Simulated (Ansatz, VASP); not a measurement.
# Two plane-wave programs on V

File INCAR:

```
SYSTEM = V
PREC = Accurate
ENCUT = 520
EDIFF = 1E-6
ISMEAR = -1
SIGMA = 0.08
LREAL = .False.
LASPH = .True.
NELM = 80
ALGO = Normal
ISIF = 2
LWAVE = .False.
LCHARG = .False.
GGA = PE
NBANDS = 26
```

KPOINTS

```
regular mesh
0
Gamma
  8 8 12
  0 0 0
```

POSCAR

```
V
1.0
    4.4522008663      0.0000000000      0.0000000000
   -2.2261004331      3.8557190529      0.0000000000
    0.0000000000      0.0000000000      2.3895270998
V
3
Direct
    0.0000000000      0.0000000000      0.0000000000
    0.3333333333      0.6666666667      0.5000000000
    0.6666666667      0.3333333333      0.5000000000
```

Input for Ansatz:

```yaml
crystal:
  lattice:
    - [4.4522008663, 0.0, 0.0]
    - [-2.2261004331, 3.8557190529, 0.0]
    - [0.0, 0.0, 2.3895270998]
  atoms:
    - { symbol: V, position: [0.0, 0.0, 0.0] }
    - { symbol: V, position: [0.3333333333, 0.6666666667, 0.5] }
    - { symbol: V, position: [0.6666666667, 0.3333333333, 0.5] }
kpoints:
  mp_grid: { grid: [8, 8, 12] }
  band_path:
    path:
      - [0.0, 0.0, 0.0]
      - [0.5, 0.0, 0.0]
      - [0.3333333333, 0.3333333333, 0.0]
      - [0.0, 0.0, 0.0]
      - [0.0, 0.0, 0.5]
      - [0.5, 0.0, 0.5]
      - [0.3333333333, 0.3333333333, 0.5]
      - [0.0, 0.0, 0.5]
      - [0.5, 0.0, 0.5]
    npoints: 8
scf:
  occupations: { method: fermi_dirac, width: 0.08 }
hamiltonian:
  xc: pbe
  pseudopotentials: { kind: paw }
output:
  forces: true
  stress: true
  eigenvalues: true
  populations: true
  dos: { projected: true, de: 0.2, e_range: [-14, 8] }
```

Change from the starting cell: volume scaled by 1, PAW files.

Alike in both runs: task single point; functional PBE; k mesh 8 × 8 × 12; occupations fermi-dirac, width 0.08 eV; no spin polarisation.

```csv
,VASP,Ansatz
version,VASP 6.6.1,Ansatz 0.2.0
potentials or method,"VASP PAW PBE potentials, release 64 (V_sv)","PAW with Ansatz's default frozen-core files, scalar-relativistic"
plane-wave cutoff (eV),520,420
valence electrons in the cell,39,39
```

Ansatz gave:

```
pressure (GPa)                                                : 0.0
traceless stress, the component that is largest in VASP (GPa) : 0.00
```

**Question.** Estimate VASP's values.

**Answer.** Pressure (GPa): 0.3; traceless stress, the component that is largest in VASP (GPa): 0.21.
